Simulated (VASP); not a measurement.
# Se in VASP: a series of runs

Runs on Se. Level: PBEsol. Tasks: electric field gradients.

Everything below comes from runs of VASP 6.6.1. Logs are shortened: lines on timing, memory, paths and dates and some standing lists are left out, and cuts for length are marked.

## 1. The cell of the first run

The structure is trigonal, space group P3_221 (No. 154). The conventional cell has a = 4.355 Å, b = 4.355 Å, c = 4.999 Å, α = 90.00°, β = 90.00°, γ = 120.00°. Within 3.1 Å of Se (site symmetry 2) lie 2 Se at 2.34 Å.

## 2. Electric field gradients, PBEsol (zz strain of +1 %)

The input, INCAR:

```
SYSTEM = Se
ALGO = Normal
EDIFF = 1E-8
ENCUT = 520
GGA = PS
ISIF = 2
ISMEAR = -1
LASPH = .True.
LCHARG = .False.
LEFG = .True.
LREAL = .False.
LWAVE = .False.
NBANDS = 16
NELM = 60
PREC = Accurate
SIGMA = 0.02
```

The input, KPOINTS:

```
k-points
0
Gamma
  8 8 6
  0 0 0
```

The input, POSCAR:

```
Se
1.0
    4.3551696776      0.0000000000      0.0000000000
   -2.1775848388      3.7716875786      0.0000000000
    0.0000000000      0.0000000000      4.9989445000
Se
3
Direct
    0.2170000000      0.0000000000      0.1666666667
    0.0000000000      0.2170000000      0.8333333333
    0.7830000000      0.7830000000      0.5000000000
```

Potentials or basis: VASP PAW PBE potentials, release 64 (Se).

Launch:

```console
cat potpaw_PBE.64/Se/POTCAR > POTCAR
mpirun -np 1 vasp_std > vasp.out
```

OUTCAR:

```text
SYSTEM = Se
   EDIFF = 1E-8
   ENCUT = 520
   GGA = PS
   ISIF = 2
   ISMEAR = -1
   LASPH = .True.
   LREAL = .False.
   NELM = 60
   PREC = Accurate

 ion  position               nearest neighbor table
   1  0.217  0.000  0.167-   3 2.34   2 2.34
   2  0.000  0.217  0.833-   3 2.34   1 2.34
   3  0.783  0.783  0.500-   1 2.34   2 2.34

  LATTYP: Found a hexagonal cell.
 ALAT       =     4.3551696776
 C/A-ratio  =     1.1478185398

  Lattice vectors:

 A1 = (   4.3551696776,   0.0000000000,   0.0000000000)
 A2 = (  -2.1775848388,   3.7716875786,   0.0000000000)
 A3 = (   0.0000000000,   0.0000000000,   4.9989445000)

Analysis of symmetry for initial positions (statically):
=====================================================================
 Subroutine PRICEL returns:
 Original cell was already a primitive cell.

 Routine SETGRP: Setting up the symmetry group for a
 hexagonal supercell.

 Subroutine GETGRP returns: Found  6 space group operations
 (whereof  2 operations were pure point group operations)
 out of a pool of 24 trial point group operations.

The static configuration has the point symmetry C_2 .
 The point group associated with its full space group is D_3 .

Analysis of symmetry for dynamics (positions and initial velocities):
=====================================================================
 Subroutine PRICEL returns:
 Original cell was already a primitive cell.

 Routine SETGRP: Setting up the symmetry group for a
 hexagonal supercell.

 Subroutine GETGRP returns: Found  6 space group operations
 (whereof  2 operations were pure point group operations)
 out of a pool of 24 trial point group operations.

The dynamic configuration has the point symmetry C_2 .
 The point group associated with its full space group is D_3 .

 Subroutine INISYM returns: Found  6 space group operations
 (whereof  2 operations are pure point group operations),
 and found     1 'primitive' translations

----------------------------------------------------------------------------------------

                                     Primitive cell

  volume of cell :      82.1144

  direct lattice vectors                    reciprocal lattice vectors
     4.355169678  0.000000000  0.000000000     0.229612179  0.132566653  0.000000000
    -2.177584839  3.771687579  0.000000000     0.000000000  0.265133307  0.000000000
     0.000000000  0.000000000  4.998944500     0.000000000  0.000000000  0.200042229

  length of vectors
     4.355169678  4.355169678  4.998944500     0.265133307  0.265133307  0.200042229

  position of ions in fractional coordinates (direct lattice)
     0.217000000  0.000000000  0.166666667
     1.000000000  0.217000000  0.833333333
     0.783000000  0.783000000  0.500000000

  ion indices of the primitive-cell ions
   primitive index   ion index
                 1           1
                 2           2
                 3           3

----------------------------------------------------------------------------------------

 KPOINTS: k-points

Automatic generation of k-mesh.
 Grid dimensions read from file:
 generate k-points for:    8    8    6

 Generating k-lattice:

  Cartesian coordinates                     Fractional coordinates (reciprocal lattice)
     0.028701522  0.016570832  0.000000000     0.125000000 -0.000000000  0.000000000
     0.000000000  0.033141663  0.000000000     0.000000000  0.125000000  0.000000000
     0.000000000  0.000000000  0.033340371     0.000000000  0.000000000  0.166666667

  Length of vectors
     0.033141663  0.033141663  0.033340371

  Shift w.r.t. Gamma in fractional coordinates (k-lattice)
     0.000000000  0.000000000  0.000000000

 Subroutine IBZKPT returns following result:
 ===========================================

 Found     50 irreducible k-points:

 Following reciprocal coordinates:
            Coordinates               Weight
  0.000000  0.000000  0.000000      1.000000
  0.125000  0.000000  0.000000      6.000000
  0.250000  0.000000  0.000000      6.000000
  0.375000  0.000000  0.000000      6.000000
  0.500000  0.000000  0.000000      3.000000
  0.125000  0.125000  0.000000      6.000000
[... 16 lines left out ...]
 -0.125000  0.500000  0.166667     12.000000
  0.250000  0.250000  0.166667     12.000000
 [... further k-points ...]
   k-points           NKPTS =     50   k-points in BZ     NKDIM =     50   number of bands    NBANDS=     16
   number of dos      NEDOS =    301   number of ions     NIONS =      3
   total plane-waves  NPLWV =  40960
   dimension x,y,z NGX =    32 NGY =   32 NGZ =   40
   dimension x,y,z NGXF=    64 NGYF=   64 NGZF=   80
   ions per type =               3
   NGX,Y,Z   is equivalent  to a cutoff of  12.22, 12.22, 13.30 a.u.
   NGXF,Y,Z  is equivalent  to a cutoff of  24.43, 24.43, 26.60 a.u.
 SYSTEM =  Se
   PREC   = accura    normal or accurate (medium, high low for compatibility)
   ISTART =      0    job   : 0-new  1-cont  2-samecut
   ICHARG =      2    charge: 1-file 2-atom 10-const
   ISPIN  =      1    spin polarized calculation?
   LNONCOLLINEAR =      F non collinear calculations
   LSORBIT =      F    spin-orbit coupling
   LASPH  =      T    aspherical Exc in radial PAW
   ENCUT  =  520.0 eV  38.22 Ry    6.18 a.u.   8.10  8.10  9.29*2*pi/ulx,y,z
   NELM   =     60;   NELMIN=  2; NELMDL= -5     # of ELM steps
   EDIFF  = 0.1E-07   stopping-criterion for ELM
   LREAL  =      F    real-space projection
   EDIFFG = 0.1E-06   stopping-criterion for IOM
   NSW    =      0    number of steps for IOM
   IBRION =     -1    ionic relax: 0-MD 1-quasi-New 2-CG
   NFREE  =      0    steps in history (QN), initial steepest desc. (CG)
   ISIF   =      2    stress and relaxation
   ISYM   =      2    0-nonsym 1-usesym 2-fastsym
   POTIM  = 0.5000    time-step for ionic-motion
   TEBEG  =    0.0;   TEEND  =   0.0 temperature during run
   PSTRESS=    0.0 pullay stress
   NELECT =      18.0000    total number of electrons
   NUPDOWN=      -1.0000    fix difference up-down
   EMIN   =  10.00;   EMAX   =-10.00  energy-range for DOS
   EFERMI =   0.00;   METHOD = LEGACY
   ISMEAR =    -1;   SIGMA  =   0.02  broadening in eV -4-tet -1-fermi 0-gaus
   EFERMI_NEDOS =   21; number of points for ismear=-14 and -15
   IALGO  =     38    algorithm
   IMIX   =      4    mixing-type and parameters
     AMIX     =   0.40;   BMIX     =  1.00
     AMIX_MAG =   1.60;   BMIX_MAG =  1.00
  volume/ion in A,a.u.               =      27.37       184.71
  Fermi-wavevector in a.u.,A,eV,Ry     =   0.987096  1.865341 13.256947  0.974358
  Thomas-Fermi vector in A             =   2.118525
   LORBIT       =      0    0 simple, 1 ext, 2 COOP (PROOUT), +10 PAW based schemes
   GGA     = PS    functional components
   LHFCALC =     F    Hartree Fock is set to
   AEXX    =    0.0000 exact exchange contribution
   IVDW    =     0    specifies the selected vdW correction
   LEPSILON=     F    determine dielectric tensor
   LRPA    =     F    only Hartree local field effects (RPA)
 non-spin polarized calculation
  energy-cutoff  :      520.00
  volume of cell :       82.11
 maximum number of plane-waves:      2228
   NGX = 17   NGY = 17   NGZ = 19

 number of electron      17.9999997 magnetization

 Free energy of the ion-electron system (eV)
  ---------------------------------------------------
  ext. energy  EPLUGINS =         0.00000000
  ---------------------------------------------------
  free energy    TOTEN  =       -11.42715857 eV

  energy without entropy =      -11.42715857  energy(sigma->0) =      -11.42715857

 E-fermi :   3.0026     XC(G=0):  -8.9889

 val. band max:        2.5362572785   @ k =   0.5000   0.0000   0.5000
 cond. band min:       3.5183985576   @ k =   0.3750   0.2500   0.5000
 fundamental gap:      0.9821412791
 Fermi energy:         3.0025747421

 k-point     1 :       0.0000    0.0000    0.0000
  band No.  band energies     occupation
      1     -13.5142      2.00000
      2      -9.2849      2.00000
      3      -9.2849      2.00000
      4      -1.4077      2.00000
      5      -1.4077      2.00000
      6      -1.1818      2.00000
[... 8 lines left out ...]
     15       8.8065      0.00000
     16      10.8337      0.00000
[... 420 lines left out ...]
  band No.  band energies     occupation
      1     -12.9569      2.00000
      2     -10.3671      2.00000
      3      -8.6468      2.00000
      4      -2.8063      2.00000
      5      -2.5520      2.00000
      6      -0.8275      2.00000
[... 8 lines left out ...]
     15      11.1053      0.00000
     16      12.0437      0.00000

 [... further k-points ...]

------------------------ aborting loop because EDIFF is reached ----------------------------------------

  FORCE on cell =-STRESS in cart. coord.  units (eV):
  Direction    XX          YY          ZZ          XY          YZ          ZX
  --------------------------------------------------------------------------------------
  -------------------------------------------------------------------------------------
  Total        0.8519515      0.8519515      1.7069090     -0.0000000     -0.0000000      0.0000000
  in kB       16.6228830     16.6228830     33.3044178     -0.0000000     -0.0000000      0.0000000
  external PRESSURE =      22.1833946 kB  Pullay stress =       0.0000000 kB

 VOLUME and BASIS-vectors are now :
 -----------------------------------------------------------------------------
  energy-cutoff  :      520.00
  volume of cell :       82.11
      direct lattice vectors                 reciprocal lattice vectors
     4.355169678  0.000000000  0.000000000     0.229612179  0.132566653  0.000000000
    -2.177584839  3.771687579  0.000000000     0.000000000  0.265133307  0.000000000
     0.000000000  0.000000000  4.998944500     0.000000000  0.000000000  0.200042229

 POSITION                                       TOTAL-FORCE (eV/Angst)
 -----------------------------------------------------------------------------------
      0.94507      0.00000      0.83316         0.918177     -0.000000     -0.000000
     -0.47254      0.81846      4.16579        -0.459089      0.795165      0.000000
      1.70505      2.95323      2.49947        -0.459089     -0.795165      0.000000
 -----------------------------------------------------------------------------------
    total drift:                                0.000001      0.000002      0.000000

  FREE ENERGIE OF THE ION-ELECTRON SYSTEM (eV)
  ---------------------------------------------------
  free  energy   TOTEN  =       -11.4271585688 eV

  energy  without entropy=      -11.4271585688  energy(sigma->0) =      -11.42715857

 Electric field gradients (V/A^2)
---------------------------------------------------------------------
 ion       V_xx      V_yy      V_zz      V_xy      V_xz      V_yz
---------------------------------------------------------------------
   1     147.712  -343.449   195.737    -0.000     0.000  -306.012
   2    -220.658    24.922   195.737  -212.679   265.014   153.006
   3    -220.658    24.922   195.736   212.679  -265.014   153.006
---------------------------------------------------------------------

 Electric field gradients after diagonalization (V/A^2)
 (convention: |V_zz| > |V_xx| > |V_yy|)
----------------------------------------------------------------------
 ion       V_xx      V_yy      V_zz     asymmetry (V_yy - V_xx)/ V_zz
----------------------------------------------------------------------
   1     333.972   147.712  -481.684       0.387
   2     333.972   147.712  -481.684       0.387
   3     333.972   147.712  -481.684       0.387
----------------------------------------------------------------------

           NMR quadrupolar parameters

 Cq : quadrupolar parameter    Cq=e*Q*V_zz/h
 eta: asymmetry parameters     (V_yy - V_xx)/ V_zz
 Q  : nuclear electric quadrupole moment in mb (millibarn)
----------------------------------------------------------------------
 ion       Cq(MHz)       eta       Q (mb)
----------------------------------------------------------------------
   1      -1.165       0.387       1.000
   2      -1.165       0.387       1.000
   3      -1.165       0.387       1.000
----------------------------------------------------------------------
```

It took 31 s on 1 thread of Intel Xeon Platinum 8488C (Sapphire Rapids), shared host; peak memory 0.21 GiB.

Results:

```yaml
Free_energy: -11.4272 eV
Pressure: 2.2 GPa
Largest_force: 0.918 eV/Å
Band_gap_on_the_k_mesh: 0.98 eV, indirect (least direct gap 1.03 eV)
```

Forces on the atoms (eV/Å):
```
Se   0.918  0.000  0.000
Se  -0.459  0.795  0.000
Se  -0.459 -0.795  0.000
```

Stress tensor (GPa, compression positive):
```
1.66 0.00 0.00
0.00 1.66 0.00
0.00 0.00 3.33
```

Electric field gradients, principal values (V/Å²):
| atom | least | middle | greatest (by size) |
| --- | --- | --- | --- |
| 1 Se | 147.712 | 333.972 | -481.684 |
| 2 Se | 147.712 | 333.972 | -481.684 |
| 3 Se | 147.712 | 333.972 | -481.684 |

Caveat: the cell differs from its parent crystal (zz strain of +1 %); without QUAD_EFG the Cq values of the log hold for a quadrupole moment of 1 mb, not for the nuclei; the PAW data sets were made with another functional, which shifts forces and pressure a little. A k mesh can miss the band edges.

(Part 1 of 3 ends here.)
